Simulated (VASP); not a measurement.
# ZnS (F-43m) in VASP: further runs

ZnS is run at these levels: PBE; tasks: single point.

Everything below comes from runs of VASP 6.6.1. Logs are shortened: lines on timing, memory, paths and dates and some standing lists are left out, and cuts for length are marked.

**Experimental background.**

From “Electronic, vibrational, and thermodynamic properties of ZnS (zincblende and rocksalt structure)”, 2009, arxiv:0911.5022, for a bulk crystal of ZnS at 19 K: band gap 3.85 eV (direct).

How close the calculation comes is told below.

## 1. The cell of the first run

Symmetry: F-43m, No. 216, cubic system. Conventional cell: a = 5.404 Å, b = 5.404 Å, c = 5.404 Å, α = 90.00°, β = 90.00°, γ = 90.00°. Zn (site symmetry -43m) has 4 S at 2.34 Å within 3.1 Å. S (site symmetry -43m) has 4 Zn at 2.34 Å within 3.1 Å.

## 2. Single point, PBE

INCAR reads:

```
SYSTEM = ZnS
PREC = Accurate
ENCUT = 520
EDIFF = 1E-6
ISMEAR = 0
SIGMA = 0.01
LREAL = .False.
LASPH = .True.
NELM = 80
ALGO = Normal
ISIF = 2
LWAVE = .False.
LCHARG = .True.
GGA = PE
LELF = .True.
LVHAR = .True.
NBANDS = 16
```

KPOINTS reads:

```
Automatic mesh
0
Gamma
  4 4 4
  0 0 0
```

POSCAR reads:

```
ZnS
1.0
    0.0000000000      2.7020000000      2.7020000000
    2.7020000000      0.0000000000      2.7020000000
    2.7020000000      2.7020000000      0.0000000000
Zn S
1 1
Direct
    0.2500000000      0.2500000000      0.2500000000
    0.0000000000      0.0000000000      0.0000000000
```

Potentials or basis: VASP PAW PBE potentials, release 64 (Zn, S).

Started as:

```bash
$ cat potpaw_PBE.64/Zn/POTCAR potpaw_PBE.64/S/POTCAR > POTCAR
$ mpirun -np 1 vasp_std > vasp.out
```

OUTCAR:

```text
SYSTEM = ZnS
   PREC = Accurate
   ENCUT = 520
   EDIFF = 1E-6
   ISMEAR = 0
   LREAL = .False.
   LASPH = .True.
   NELM = 80
   ISIF = 2
   GGA = PE

 ion  position               nearest neighbor table
   1  0.250  0.250  0.250-   2 2.34   2 2.34   2 2.34   2 2.34
   2  0.000  0.000  0.000-   1 2.34   1 2.34   1 2.34   1 2.34

  LATTYP: Found a face centered cubic cell.
 ALAT       =     5.4040000000

  Lattice vectors:

 A1 = (   0.0000000000,   2.7020000000,   2.7020000000)
 A2 = (   2.7020000000,   0.0000000000,   2.7020000000)
 A3 = (   2.7020000000,   2.7020000000,   0.0000000000)

Analysis of symmetry for initial positions (statically):
=====================================================================
 Subroutine PRICEL returns:
 Original cell was already a primitive cell.

 Routine SETGRP: Setting up the symmetry group for a
 face centered cubic supercell.

 Subroutine GETGRP returns: Found 24 space group operations
 (whereof 24 operations were pure point group operations)
 out of a pool of 48 trial point group operations.

The static configuration has the point symmetry T_d .

Analysis of symmetry for dynamics (positions and initial velocities):
=====================================================================
 Subroutine PRICEL returns:
 Original cell was already a primitive cell.

 Routine SETGRP: Setting up the symmetry group for a
 face centered cubic supercell.

 Subroutine GETGRP returns: Found 24 space group operations
 (whereof 24 operations were pure point group operations)
 out of a pool of 48 trial point group operations.

The dynamic configuration has the point symmetry T_d .

 Subroutine INISYM returns: Found 24 space group operations
 (whereof 24 operations are pure point group operations),
 and found     1 'primitive' translations

----------------------------------------------------------------------------------------

                                     Primitive cell

  volume of cell :      39.4535

  direct lattice vectors                    reciprocal lattice vectors
     0.000000000  2.702000000  2.702000000    -0.185048113  0.185048113  0.185048113
     2.702000000  0.000000000  2.702000000     0.185048113 -0.185048113  0.185048113
     2.702000000  2.702000000  0.000000000     0.185048113  0.185048113 -0.185048113

  length of vectors
     3.821205046  3.821205046  3.821205046     0.320512733  0.320512733  0.320512733

  position of ions in fractional coordinates (direct lattice)
     0.250000000  0.250000000  0.250000000
     0.000000000  0.000000000  0.000000000

  ion indices of the primitive-cell ions
   primitive index   ion index
                 1           1
                 2           2

----------------------------------------------------------------------------------------

 KPOINTS: Automatic mesh

Automatic generation of k-mesh.
 Grid dimensions read from file:
 generate k-points for:    4    4    4

 Generating k-lattice:

  Cartesian coordinates                     Fractional coordinates (reciprocal lattice)
    -0.046262028  0.046262028  0.046262028     0.250000000  0.000000000  0.000000000
     0.046262028 -0.046262028  0.046262028     0.000000000  0.250000000  0.000000000
     0.046262028  0.046262028 -0.046262028     0.000000000  0.000000000  0.250000000

  Length of vectors
     0.080128183  0.080128183  0.080128183

  Shift w.r.t. Gamma in fractional coordinates (k-lattice)
     0.000000000  0.000000000  0.000000000

 Subroutine IBZKPT returns following result:
 ===========================================

 Found      8 irreducible k-points:

 Following reciprocal coordinates:
            Coordinates               Weight
  0.000000  0.000000  0.000000      1.000000
  0.250000  0.000000  0.000000      8.000000
  0.500000  0.000000  0.000000      4.000000
  0.250000  0.250000  0.000000      6.000000
  0.500000  0.250000  0.000000     24.000000
 -0.250000  0.250000  0.000000     12.000000
  0.500000  0.500000  0.000000      3.000000
 -0.250000  0.500000  0.250000      6.000000
   k-points           NKPTS =      8   k-points in BZ     NKDIM =      8   number of bands    NBANDS=     16
   number of dos      NEDOS =    301   number of ions     NIONS =      2
   total plane-waves  NPLWV =  21952
   dimension x,y,z NGX =    28 NGY =   28 NGZ =   28
   dimension x,y,z NGXF=    56 NGYF=   56 NGZF=   56
   ions per type =               1   1
   NGX,Y,Z   is equivalent  to a cutoff of  12.18, 12.18, 12.18 a.u.
   NGXF,Y,Z  is equivalent  to a cutoff of  24.36, 24.36, 24.36 a.u.
 SYSTEM =  ZnS
   PREC   = accura    normal or accurate (medium, high low for compatibility)
   ISTART =      0    job   : 0-new  1-cont  2-samecut
   ICHARG =      2    charge: 1-file 2-atom 10-const
   ISPIN  =      1    spin polarized calculation?
   LNONCOLLINEAR =      F non collinear calculations
   LSORBIT =      F    spin-orbit coupling
   LASPH  =      T    aspherical Exc in radial PAW
   ENCUT  =  520.0 eV  38.22 Ry    6.18 a.u.   7.10  7.10  7.10*2*pi/ulx,y,z
   NELM   =     80;   NELMIN=  2; NELMDL= -5     # of ELM steps
   EDIFF  = 0.1E-05   stopping-criterion for ELM
   LREAL  =      F    real-space projection
   EDIFFG = 0.1E-04   stopping-criterion for IOM
   NSW    =      0    number of steps for IOM
   IBRION =     -1    ionic relax: 0-MD 1-quasi-New 2-CG
   NFREE  =      0    steps in history (QN), initial steepest desc. (CG)
   ISIF   =      2    stress and relaxation
   ISYM   =      2    0-nonsym 1-usesym 2-fastsym
   POTIM  = 0.5000    time-step for ionic-motion
   TEBEG  =    0.0;   TEEND  =   0.0 temperature during run
   PSTRESS=    0.0 pullay stress
   NELECT =      18.0000    total number of electrons
   NUPDOWN=      -1.0000    fix difference up-down
   EMIN   =  10.00;   EMAX   =-10.00  energy-range for DOS
   EFERMI =   0.00;   METHOD = LEGACY
   ISMEAR =     0;   SIGMA  =   0.01  broadening in eV -4-tet -1-fermi 0-gaus
   EFERMI_NEDOS =   21; number of points for ismear=-14 and -15
   IALGO  =     38    algorithm
   IMIX   =      4    mixing-type and parameters
     AMIX     =   0.40;   BMIX     =  1.00
     AMIX_MAG =   1.60;   BMIX_MAG =  1.00
  volume/ion in A,a.u.               =      19.73       133.12
  Fermi-wavevector in a.u.,A,eV,Ry     =   1.260290  2.381602 21.610537  1.588330
  Thomas-Fermi vector in A             =   2.393807
   LORBIT       =      0    0 simple, 1 ext, 2 COOP (PROOUT), +10 PAW based schemes
   GGA     = PE    functional components
   LHFCALC =     F    Hartree Fock is set to
   AEXX    =    0.0000 exact exchange contribution
   IVDW    =     0    specifies the selected vdW correction
   LEPSILON=     F    determine dielectric tensor
   LRPA    =     F    only Hartree local field effects (RPA)
 non-spin polarized calculation
 Gauss-broadening in eV      SIGMA  =   0.01
  energy-cutoff  :      520.00
  volume of cell :       39.45
 maximum number of plane-waves:      1068
   NGX = 15   NGY = 15   NGZ = 15

 number of electron      18.0000000 magnetization

 Free energy of the ion-electron system (eV)
  ---------------------------------------------------
  ext. energy  EPLUGINS =         0.00000000
  ---------------------------------------------------
  free energy    TOTEN  =        -6.80042235 eV

  energy without entropy =       -6.80042235  energy(sigma->0) =       -6.80042235

 E-fermi :   2.2102     XC(G=0):  -9.6196

 val. band max:        2.1323762389   @ k =   0.0000   0.0000   0.0000
 cond. band min:       4.2367878953   @ k =   0.0000   0.0000   0.0000
 fundamental gap:      2.1044116563
 Fermi energy:         2.2102290978

 k-point     1 :       0.0000    0.0000    0.0000
  band No.  band energies     occupation
      1     -11.0066      2.00000
      2      -4.2287      2.00000
      3      -4.2287      2.00000
      4      -4.2287      2.00000
      5      -3.7335      2.00000
      6      -3.7335      2.00000
[... 8 lines left out ...]
     15      13.8828      0.00000
     16      13.9909      0.00000

 k-point     2 :       0.2500    0.0000    0.0000
  band No.  band energies     occupation
      1     -10.5837      2.00000
      2      -4.1794      2.00000
      3      -4.1618      2.00000
      4      -4.1618      2.00000
      5      -3.7319      2.00000
      6      -3.7319      2.00000
[... 8 lines left out ...]
     15      13.0913      0.00000
     16      14.3273      0.00000

 k-point     3 :       0.5000    0.0000    0.0000
  band No.  band energies     occupation
      1     -10.0765      2.00000
      2      -4.1141      2.00000
      3      -4.1141      2.00000
      4      -3.7031      2.00000
      5      -3.7031      2.00000
      6      -3.5294      2.00000
[... 8 lines left out ...]
     15      15.5309      0.00000
     16      15.5309      0.00000

 k-point     4 :       0.2500    0.2500    0.0000
  band No.  band energies     occupation
      1     -10.4421      2.00000
      2      -4.2762      2.00000
      3      -4.0826      2.00000
      4      -4.0825      2.00000
      5      -3.7729      2.00000
      6      -3.6958      2.00000
[... 8 lines left out ...]
     15      14.6534      0.00000
     16      17.9196      0.00000

 k-point     5 :       0.5000    0.2500    0.0000
  band No.  band energies     occupation
      1      -9.9320      2.00000
      2      -4.1451      2.00000
      3      -4.0030      2.00000
      4      -3.8907      2.00000
      5      -3.6899      2.00000
      6      -3.5669      2.00000
[... 8 lines left out ...]
     15      15.6511      0.00000
     16      16.9771      0.00000

 k-point     6 :      -0.2500    0.2500    0.0000
  band No.  band energies     occupation
      1     -10.1031      2.00000
      2      -4.1057      2.00000
      3      -4.0720      2.00000
      4      -3.9475      2.00000
      5      -3.7483      2.00000
      6      -3.6714      2.00000
[... 8 lines left out ...]
     15      15.3840      0.00000
     16      16.7612      0.00000

 k-point     7 :       0.5000    0.5000    0.0000
  band No.  band energies     occupation
      1      -9.7634      2.00000
      2      -4.2539      2.00000
      3      -3.8868      2.00000
      4      -3.8868      2.00000
      5      -3.6582      2.00000
      6      -3.5156      2.00000
[... 8 lines left out ...]
     15      15.8403      0.00000
     16      16.6674      0.00000

 k-point     8 :      -0.2500    0.5000    0.2500
  band No.  band energies     occupation
      1      -9.7575      2.00000
      2      -4.0960      2.00000
      3      -3.9483      2.00000
      4      -3.7910      2.00000
      5      -3.7704      2.00000
      6      -3.3320      2.00000
[... 8 lines left out ...]
     15      16.0509      0.00000
     16      17.0066      0.00000

------------------------ aborting loop because EDIFF is reached ----------------------------------------

  FORCE on cell =-STRESS in cart. coord.  units (eV):
  Direction    XX          YY          ZZ          XY          YZ          ZX
  --------------------------------------------------------------------------------------
  -------------------------------------------------------------------------------------
  Total        0.5072527      0.5072527      0.5072527      0.0000000     -0.0000000      0.0000000
  in kB       20.5991310     20.5991310     20.5991310      0.0000000     -0.0000000      0.0000000
  external PRESSURE =      20.5991310 kB  Pullay stress =       0.0000000 kB

 VOLUME and BASIS-vectors are now :
 -----------------------------------------------------------------------------
  energy-cutoff  :      520.00
  volume of cell :       39.45
      direct lattice vectors                 reciprocal lattice vectors
     0.000000000  2.702000000  2.702000000    -0.185048113  0.185048113  0.185048113
     2.702000000  0.000000000  2.702000000     0.185048113 -0.185048113  0.185048113
     2.702000000  2.702000000  0.000000000     0.185048113  0.185048113 -0.185048113

 POSITION                                       TOTAL-FORCE (eV/Angst)
 -----------------------------------------------------------------------------------
      1.35100      1.35100      1.35100         0.000000      0.000000      0.000000
      0.00000      0.00000      0.00000        -0.000000     -0.000000     -0.000000
 -----------------------------------------------------------------------------------
    total drift:                               -0.000001     -0.000001     -0.000001

  FREE ENERGIE OF THE ION-ELECTRON SYSTEM (eV)
  ---------------------------------------------------
  free  energy   TOTEN  =        -6.8004223472 eV

  energy  without entropy=       -6.8004223472  energy(sigma->0) =       -6.80042235
```

It took 8.3 s on 1 thread of Intel Xeon Platinum 8488C (Sapphire Rapids), shared host; peak memory 0.15 GiB.

Results:

* Free energy: -6.8004 eV
* Pressure: 2.1 GPa
* Band gap on the k mesh: 2.10 eV, direct

Caveat: the k points lie up to 0.50 Å⁻¹ apart.

## 3. Single point, PBE

INCAR reads:

```
SYSTEM = ZnS
ALGO = Normal
EDIFF = 1E-7
ENCUT = 520
GGA = PE
ISIF = 2
ISMEAR = 0
LASPH = .TRUE.
LCHARG = .FALSE.
LREAL = .FALSE.
LWAVE = .FALSE.
NBANDS = 16
NELM = 100
PREC = Accurate
SIGMA = 0.01
```

KPOINTS reads:

```
k-points
0
G
  8 8 8
  0 0 0
```

POSCAR is that of step 2.

Potentials or basis: VASP PAW PBE potentials, release 64 (Zn, S).

Started as:

```bash
$ cat potpaw_PBE.64/Zn/POTCAR potpaw_PBE.64/S/POTCAR > POTCAR
$ mpirun -np 1 vasp_std > vasp.out
```

Run time: 25 s. Hardware: 1 thread of Intel Xeon Platinum 8488C (Sapphire Rapids), shared host; peak memory 0.16 GiB.

Results (log left out):

* Free energy: -6.8471 eV
* Pressure: 1.8 GPa
* Band gap on the k mesh: 2.11 eV, direct

Levels at points of the mesh, in eV from the valence-band top:
| k point | band 7 | band 8 | band 9 | band 10 | band 11 | band 12 |
| --- | --- | --- | --- | --- | --- | --- |
| (0.00, 0.00, 0.00) | 0.00 | 0.00 | 0.00 | 2.11 | 6.40 | 6.40 |
| (0.50, 0.00, 0.00) | -5.29 | -0.87 | -0.87 | 3.31 | 6.93 | 6.93 |
| (0.50, 0.50, 0.00) | -4.56 | -2.22 | -2.22 | 3.41 | 4.07 | 10.98 |

## 4. Single point, PBE

INCAR reads:

```
PREC = Accurate
ENCUT = 520
EDIFF = 1E-7
ISMEAR = 0
SIGMA = 0.01
LREAL = False
LASPH = True
NELM = 100
ALGO = Normal
ISIF = 2
LWAVE = False
LCHARG = False
GGA = PE
NBANDS = 16
```

KPOINTS reads:

```
regular mesh
0
Gamma
  10 10 10
```

POSCAR is that of step 3.

Started as:

```bash
$ cat potpaw_PBE.64/Zn/POTCAR potpaw_PBE.64/S/POTCAR > POTCAR
$ mpirun -np 1 vasp_std > vasp.out
```

Run time: 33 s. Hardware: 1 thread of Intel Xeon Platinum 8488C (Sapphire Rapids), shared host; peak memory 0.17 GiB.

The run converged. Its results:

```
Free energy            : -6.8473 eV
Pressure               : 1.8 GPa
Band gap on the k mesh : 2.11 eV, direct
```

Levels at points of the mesh, in eV from the valence-band top:
| k point | band 7 | band 8 | band 9 | band 10 | band 11 | band 12 |
| --- | --- | --- | --- | --- | --- | --- |
| (0.00, 0.00, 0.00) | 0.00 | 0.00 | 0.00 | 2.11 | 6.40 | 6.40 |
| (0.50, 0.00, 0.00) | -5.29 | -0.87 | -0.87 | 3.31 | 6.93 | 6.93 |
| (0.50, 0.50, 0.00) | -4.56 | -2.22 | -2.22 | 3.41 | 4.07 | 10.98 |

## 5. Overview

```csv
k mesh,gap on the mesh (eV),pressure (GPa)
4 × 4 × 4,2.10,2.1
8 × 8 × 8,2.11,1.8
10 × 10 × 10,2.11,1.8
```

Alike in all rows: task single point; level PBE; potentials or basis VASP PAW PBE potentials, release 64 (Zn, S); no spin polarisation; cell as given; cutoff (eV) 520; smearing gaussian 0.01 eV.

Caveats: some runs use coarse meshes.

Absolute energies hang on the potentials; compare differences alone.

## 6. Comparison with measurements

Step 3. A measured gap of ZnS is 3.85 eV (direct; 19 K; quoted in “Electronic, vibrational, and thermodynamic properties of ZnS (zincblende and rocksalt structure)”, 2009, arxiv:0911.5022); the calculated 2.11 eV misses it by -1.74 eV. The value is that of PBE, without temperature or zero-point motion. Semilocal functionals fall short of measured gaps as a rule.

Step 4. A measured gap of ZnS is 3.85 eV (direct; 19 K; quoted in “Electronic, vibrational, and thermodynamic properties of ZnS (zincblende and rocksalt structure)”, 2009, arxiv:0911.5022); the calculated 2.11 eV misses it by -1.74 eV. The value is that of PBE, without temperature or zero-point motion. Semilocal functionals fall short of measured gaps as a rule.
